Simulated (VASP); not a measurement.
# Li2ZnO2 (P-3m1) in VASP: notebook

Runs on Li2ZnO2. Level: PBE. Tasks: single point.

All numbers are computed with VASP 6.6.1; they aren't measurements. Logs are shortened: lines on timing, memory, paths and dates and some standing lists are left out, and cuts for length are marked.

## 1. The cell of the first run

It takes space group P-3m1 (No. 164, trigonal). The conventional cell has a = 3.160 Å, b = 3.160 Å, c = 5.183 Å, α = 90.00°, β = 90.00°, γ = 120.00°. Li (site symmetry 3m) has 4 O at 1.93 to 2.08 Å and 3 Li at 2.34 Å within 2.6 Å. Zn (site symmetry -3m) has 6 O at 2.21 Å and 6 Li at 2.61 Å within 2.9 Å. Within 2.6 Å of O (site symmetry 3m) lie 4 Li at 1.93 to 2.08 Å and 3 Zn at 2.21 Å.

## 2. Single point, PBE

Contents of INCAR:

```
SYSTEM = Li2ZnO2
PREC     = Accurate       ! precision mode
ENCUT    = 520            ! plane-wave cutoff, eV
EDIFF    = 1E-6           ! SCF threshold, eV
ISMEAR   = 0              ! smearing method
SIGMA    = 0.1            ! smearing width, eV
LREAL    = .FALSE.        ! projectors in reciprocal space
LASPH    = .TRUE.         ! aspherical terms in the spheres
NELM     = 60             ! most SCF steps
ALGO     = Normal         ! electronic algorithm
ISIF     = 2              ! what is computed and relaxed
LWAVE    = .FALSE.        ! write WAVECAR
LCHARG   = .TRUE.         ! write CHGCAR
GGA      = PE             ! functional
LELF     = .TRUE.         ! ELF
LVHAR    = .TRUE.       
NBANDS   = 23             ! bands
```

Contents of KPOINTS:

```
Automatic mesh
0
G
  6 6 4
  0 0 0
```

Contents of POSCAR:

```
Li2ZnO2
1.0
    3.1596304816      0.0000000028      0.0000000000
   -1.5798152432      2.7363202622      0.0000000000
    0.0000000000      0.0000000000      5.1834764920
Li Zn O
2 1 2
Direct
    0.6666666667      0.3333333333      0.6410279094
    0.3333333333      0.6666666667      0.3589720906
    0.0000000000      0.0000000000      0.0000000000
    0.6666666667      0.3333333333      0.2403699148
    0.3333333333      0.6666666667      0.7596300852
```

Potentials or basis: VASP PAW PBE potentials, release 64 (Li_sv, Zn, O).

Run with:

```sh
cat potpaw_PBE.64/Li_sv/POTCAR potpaw_PBE.64/Zn/POTCAR potpaw_PBE.64/O/POTCAR > POTCAR
mpirun -np 1 vasp_std > vasp.out
```

OUTCAR:

```text
SYSTEM = Li2ZnO2
   PREC = Accurate
   ENCUT = 520
   EDIFF = 1E-6
   ISMEAR = 0
   LREAL = .FALSE.
   LASPH = .TRUE.
   NELM = 60
   ISIF = 2
   GGA = PE

 ion  position               nearest neighbor table
   1  0.667  0.333  0.641-   5 1.93   5 1.93   5 1.93   4 2.08   2 2.34   2 2.34   2 2.34   3 2.61
                             3 2.61   3 2.61
   2  0.333  0.667  0.359-   4 1.93   4 1.93   4 1.93   5 2.08   1 2.34   1 2.34   1 2.34   3 2.61
                             3 2.61   3 2.61
   3  0.000  0.000  0.000-   4 2.21   5 2.21   5 2.21   4 2.21   4 2.21   5 2.21   1 2.61   2 2.61
                             2 2.61   1 2.61   2 2.61   1 2.61
   4  0.667  0.333  0.240-   2 1.93   2 1.93   2 1.93   1 2.08   3 2.21   3 2.21   3 2.21
   5  0.333  0.667  0.760-   1 1.93   1 1.93   1 1.93   2 2.08   3 2.21   3 2.21   3 2.21

  LATTYP: Found a hexagonal cell.
 ALAT       =     3.1596304816
 C/A-ratio  =     1.6405324997

  Lattice vectors:

 A1 = (   3.1596304816,   0.0000000028,   0.0000000000)
 A2 = (  -1.5798152432,   2.7363202622,   0.0000000000)
 A3 = (   0.0000000000,   0.0000000000,   5.1834764920)

Analysis of symmetry for initial positions (statically):
=====================================================================
 Subroutine PRICEL returns:
 Original cell was already a primitive cell.

 Routine SETGRP: Setting up the symmetry group for a
 hexagonal supercell.

 Subroutine GETGRP returns: Found 12 space group operations
 (whereof 12 operations were pure point group operations)
 out of a pool of 24 trial point group operations.

The static configuration has the point symmetry D_3d.

Analysis of symmetry for dynamics (positions and initial velocities):
=====================================================================
 Subroutine PRICEL returns:
 Original cell was already a primitive cell.

 Routine SETGRP: Setting up the symmetry group for a
 hexagonal supercell.

 Subroutine GETGRP returns: Found 12 space group operations
 (whereof 12 operations were pure point group operations)
 out of a pool of 24 trial point group operations.

The dynamic configuration has the point symmetry D_3d.

 Subroutine INISYM returns: Found 12 space group operations
 (whereof 12 operations are pure point group operations),
 and found     1 'primitive' translations

----------------------------------------------------------------------------------------

                                     Primitive cell

  volume of cell :      44.8151

  direct lattice vectors                    reciprocal lattice vectors
     3.159630482  0.000000003  0.000000000     0.316492705  0.182727149  0.000000000
    -1.579815243  2.736320262  0.000000000    -0.000000000  0.365454298  0.000000000
     0.000000000  0.000000000  5.183476492     0.000000000  0.000000000  0.192920717

  length of vectors
     3.159630482  3.159630482  5.183476492     0.365454298  0.365454298  0.192920717

  position of ions in fractional coordinates (direct lattice)
     0.666666667  0.333333333  0.641027909
     0.333333333  0.666666667  0.358972091
     0.000000000  0.000000000  0.000000000
     0.666666667  0.333333333  0.240369915
     0.333333333  0.666666667  0.759630085

  ion indices of the primitive-cell ions
   primitive index   ion index
                 1           1
                 2           2
                 3           3
                 4           4
                 5           5

----------------------------------------------------------------------------------------

 KPOINTS: Automatic mesh

Automatic generation of k-mesh.
 Grid dimensions read from file:
 generate k-points for:    6    6    4

 Generating k-lattice:

  Cartesian coordinates                     Fractional coordinates (reciprocal lattice)
     0.052748784  0.030454525  0.000000000     0.166666667  0.000000000  0.000000000
    -0.000000000  0.060909050  0.000000000     0.000000000  0.166666667  0.000000000
     0.000000000  0.000000000  0.048230179     0.000000000  0.000000000  0.250000000

  Length of vectors
     0.060909050  0.060909050  0.048230179

  Shift w.r.t. Gamma in fractional coordinates (k-lattice)
     0.000000000  0.000000000  0.000000000

 Subroutine IBZKPT returns following result:
 ===========================================

 Found     24 irreducible k-points:

 Following reciprocal coordinates:
            Coordinates               Weight
  0.000000  0.000000  0.000000      1.000000
  0.166667  0.000000  0.000000      6.000000
  0.333333  0.000000  0.000000      6.000000
  0.500000  0.000000  0.000000      3.000000
  0.166667  0.166667  0.000000      6.000000
  0.333333  0.166667  0.000000     12.000000
[... 16 lines left out ...]
  0.333333  0.166667  0.500000     12.000000
  0.333333  0.333333  0.500000      2.000000
   k-points           NKPTS =     24   k-points in BZ     NKDIM =     24   number of bands    NBANDS=     23
   number of dos      NEDOS =    301   number of ions     NIONS =      5
   total plane-waves  NPLWV =  23040
   dimension x,y,z NGX =    24 NGY =   24 NGZ =   40
   dimension x,y,z NGXF=    48 NGYF=   48 NGZF=   80
   ions per type =               2   1   2
   NGX,Y,Z   is equivalent  to a cutoff of  12.63, 12.63, 12.83 a.u.
   NGXF,Y,Z  is equivalent  to a cutoff of  25.26, 25.26, 25.66 a.u.
 SYSTEM =  Li2ZnO2
   PREC   = accura    normal or accurate (medium, high low for compatibility)
   ISTART =      0    job   : 0-new  1-cont  2-samecut
   ICHARG =      2    charge: 1-file 2-atom 10-const
   ISPIN  =      1    spin polarized calculation?
   LNONCOLLINEAR =      F non collinear calculations
   LSORBIT =      F    spin-orbit coupling
   LASPH  =      T    aspherical Exc in radial PAW
   ENCUT  =  520.0 eV  38.22 Ry    6.18 a.u.   5.87  5.87  9.64*2*pi/ulx,y,z
   NELM   =     60;   NELMIN=  2; NELMDL= -5     # of ELM steps
   EDIFF  = 0.1E-05   stopping-criterion for ELM
   LREAL  =      F    real-space projection
   EDIFFG = 0.1E-04   stopping-criterion for IOM
   NSW    =      0    number of steps for IOM
   IBRION =     -1    ionic relax: 0-MD 1-quasi-New 2-CG
   NFREE  =      0    steps in history (QN), initial steepest desc. (CG)
   ISIF   =      2    stress and relaxation
   ISYM   =      2    0-nonsym 1-usesym 2-fastsym
   POTIM  = 0.5000    time-step for ionic-motion
   TEBEG  =    0.0;   TEEND  =   0.0 temperature during run
   PSTRESS=    0.0 pullay stress
   NELECT =      30.0000    total number of electrons
   NUPDOWN=      -1.0000    fix difference up-down
   EMIN   =  10.00;   EMAX   =-10.00  energy-range for DOS
   EFERMI =   0.00;   METHOD = LEGACY
   ISMEAR =     0;   SIGMA  =   0.10  broadening in eV -4-tet -1-fermi 0-gaus
   EFERMI_NEDOS =   21; number of points for ismear=-14 and -15
   IALGO  =     38    algorithm
   IMIX   =      4    mixing-type and parameters
     AMIX     =   0.40;   BMIX     =  1.00
     AMIX_MAG =   1.60;   BMIX_MAG =  1.00
  volume/ion in A,a.u.               =       8.96        60.49
  Fermi-wavevector in a.u.,A,eV,Ry     =   1.432101  2.706279 27.904388  2.050915
  Thomas-Fermi vector in A             =   2.551766
   LORBIT       =      0    0 simple, 1 ext, 2 COOP (PROOUT), +10 PAW based schemes
   GGA     = PE    functional components
   LHFCALC =     F    Hartree Fock is set to
   AEXX    =    0.0000 exact exchange contribution
   IVDW    =     0    specifies the selected vdW correction
   LEPSILON=     F    determine dielectric tensor
   LRPA    =     F    only Hartree local field effects (RPA)
 non-spin polarized calculation
 Gauss-broadening in eV      SIGMA  =   0.10
  energy-cutoff  :      520.00
  volume of cell :       44.82
 maximum number of plane-waves:      1224
   NGX = 11   NGY = 11   NGZ = 19

 number of electron      29.9999985 magnetization

 Free energy of the ion-electron system (eV)
  ---------------------------------------------------
  ext. energy  EPLUGINS =         0.00000000
  ---------------------------------------------------
  free energy    TOTEN  =       -23.05231162 eV

  energy without entropy =      -23.05231162  energy(sigma->0) =      -23.05231162

 E-fermi :   2.2160     XC(G=0): -10.8215

 val. band max:        1.7332614989   @ k =   0.0000   0.0000   0.5000
 cond. band min:       4.6534703055   @ k =   0.0000   0.0000   0.0000
 fundamental gap:      2.9202088066
 Fermi energy:         2.2160137812

 k-point     1 :       0.0000    0.0000    0.0000
  band No.  band energies     occupation
      1     -41.3712      2.00000
      2     -41.2203      2.00000
      3     -14.9801      2.00000
      4     -14.2261      2.00000
      5      -3.6257      2.00000
      6      -3.0055      2.00000
[... 15 lines left out ...]
     22      16.3677      0.00000
     23      16.8063      0.00000

 k-point     2 :       0.1667    0.0000    0.0000
  band No.  band energies     occupation
      1     -41.3586      2.00000
      2     -41.2256      2.00000
      3     -14.8398      2.00000
      4     -14.1993      2.00000
      5      -3.3902      2.00000
      6      -3.0096      2.00000
[... 15 lines left out ...]
     22      15.9791      0.00000
     23      16.1429      0.00000

 k-point     3 :       0.3333    0.0000    0.0000
  band No.  band energies     occupation
      1     -41.3280      2.00000
      2     -41.2413      2.00000
      3     -14.5196      2.00000
      4     -14.1632      2.00000
      5      -3.2238      2.00000
      6      -2.9434      2.00000
[... 15 lines left out ...]
     22      15.0423      0.00000
     23      15.7101      0.00000

 k-point     4 :       0.5000    0.0000    0.0000
  band No.  band energies     occupation
      1     -41.3058      2.00000
      2     -41.2562      2.00000
      3     -14.2876      2.00000
      4     -14.2049      2.00000
      5      -3.5319      2.00000
      6      -2.9638      2.00000
[... 15 lines left out ...]
     22      14.5424      0.00000
     23      16.0879      0.00000

 k-point     5 :       0.1667    0.1667    0.0000
  band No.  band energies     occupation
      1     -41.3366      2.00000
      2     -41.2363      2.00000
      3     -14.6095      2.00000
      4     -14.1649      2.00000
      5      -3.0308      2.00000
      6      -2.9973      2.00000
[... 15 lines left out ...]
     22      15.7224      0.00000
     23      16.3365      0.00000

 k-point     6 :       0.3333    0.1667    0.0000
  band No.  band energies     occupation
      1     -41.3059      2.00000
      2     -41.2560      2.00000
      3     -14.3272      2.00000
      4     -14.1636      2.00000
      5      -3.2938      2.00000
      6      -2.9760      2.00000
[... 15 lines left out ...]
     22      14.9822      0.00000
     23      16.8653      0.00000

 k-point     7 :       0.3333    0.3333    0.0000
  band No.  band energies     occupation
      1     -41.2790      2.00000
      2     -41.2790      2.00000
      3     -14.1948      2.00000
      4     -14.1948      2.00000
      5      -3.0772      2.00000
      6      -3.0062      2.00000
[... 353 lines left out ...]
     22      15.8115      0.00000
     23      15.8580      0.00000

 k-point    21 :       0.5000    0.0000    0.5000
  band No.  band energies     occupation
      1     -41.3056      2.00000
      2     -41.2562      2.00000
      3     -14.2708      2.00000
      4     -14.2282      2.00000
      5      -3.4644      2.00000
      6      -2.9895      2.00000
[... 15 lines left out ...]
     22      15.3166      0.00000
     23      15.3231      0.00000

 k-point    22 :       0.1667    0.1667    0.5000
  band No.  band energies     occupation
      1     -41.3364      2.00000
      2     -41.2366      2.00000
      3     -14.5504      2.00000
      4     -14.2419      2.00000
      5      -3.0887      2.00000
      6      -2.9759      2.00000
[... 15 lines left out ...]
     22      15.4761      0.00000
     23      17.3073      0.00000

 k-point    23 :       0.3333    0.1667    0.5000
  band No.  band energies     occupation
      1     -41.3058      2.00000
      2     -41.2561      2.00000
      3     -14.3018      2.00000
      4     -14.1971      2.00000
      5      -3.2335      2.00000
      6      -2.9907      2.00000
[... 15 lines left out ...]
     22      15.3365      0.00000
     23      16.4346      0.00000

 k-point    24 :       0.3333    0.3333    0.5000
  band No.  band energies     occupation
      1     -41.2790      2.00000
      2     -41.2790      2.00000
      3     -14.1983      2.00000
      4     -14.1983      2.00000
      5      -3.0121      2.00000
      6      -3.0121      2.00000
[... 15 lines left out ...]
     22      15.0686      0.00000
     23      17.1704      0.00000

------------------------ aborting loop because EDIFF is reached ----------------------------------------

  FORCE on cell =-STRESS in cart. coord.  units (eV):
  Direction    XX          YY          ZZ          XY          YZ          ZX
  --------------------------------------------------------------------------------------
  -------------------------------------------------------------------------------------
  Total        0.1186566      0.1186566      0.0389795      0.0000000      0.0000000      0.0000000
  in kB        4.2420747      4.2420747      1.3935513      0.0000000      0.0000000      0.0000000
  external PRESSURE =       3.2925669 kB  Pullay stress =       0.0000000 kB

 VOLUME and BASIS-vectors are now :
 -----------------------------------------------------------------------------
  energy-cutoff  :      520.00
  volume of cell :       44.82
      direct lattice vectors                 reciprocal lattice vectors
     3.159630482  0.000000003  0.000000000     0.316492705  0.182727149  0.000000000
    -1.579815243  2.736320262  0.000000000    -0.000000000  0.365454298  0.000000000
     0.000000000  0.000000000  5.183476492     0.000000000  0.000000000  0.192920717

 POSITION                                       TOTAL-FORCE (eV/Angst)
 -----------------------------------------------------------------------------------
      1.57982      0.91211      3.32275         0.000000     -0.000000     -0.021175
     -0.00000      1.82421      1.86072        -0.000000      0.000000      0.021175
      0.00000      0.00000      0.00000        -0.000000     -0.000000      0.000000
      1.57982      0.91211      1.24595         0.000000     -0.000000      0.031940
     -0.00000      1.82421      3.93752        -0.000000      0.000000     -0.031940
 -----------------------------------------------------------------------------------
    total drift:                               -0.000000      0.000000     -0.000000

  FREE ENERGIE OF THE ION-ELECTRON SYSTEM (eV)
  ---------------------------------------------------
  free  energy   TOTEN  =       -23.0523116164 eV

  energy  without entropy=      -23.0523116164  energy(sigma->0) =      -23.05231162
```

Run time: 25 s. Hardware: 1 thread of Oxide Virtual Turin-like, shared host; peak memory 0.13 GiB.

Results:

```yaml
Free_energy: -23.0523 eV
Largest_force: 0.032 eV/Å
Band_gap_on_the_k_mesh: 2.92 eV, indirect (least direct gap 3.12 eV)
```

Forces on the atoms (eV/Å):
```
Li   0.000  0.000 -0.021
Li   0.000  0.000  0.021
Zn   0.000  0.000  0.000
O    0.000  0.000  0.032
O    0.000  0.000 -0.032
```

Levels at points of the mesh, in eV from the valence-band top:
```csv
k point,band 13,band 14,band 15,band 16,band 17,band 18
"(0.00, 0.00, 0.00)",-0.42,-0.20,-0.20,2.92,7.18,9.21
"(0.50, 0.00, 0.00)",-1.95,-0.59,-0.19,6.66,7.53,7.60
"(0.00, 0.00, 0.50)",-0.77,0.00,0.00,4.39,6.03,9.03
"(0.50, 0.00, 0.50)",-1.43,-0.59,-0.58,5.57,6.33,9.89
```

Caveat: the cutoff is under 1.25 times the usual one of these potentials, so pressure, stress and relaxed cells hold a basis-set (Pulay) error. Expect the measured gap to be larger: semilocal functionals such as PBE lack the derivative discontinuity.

(Part 1 of 2 ends here.)
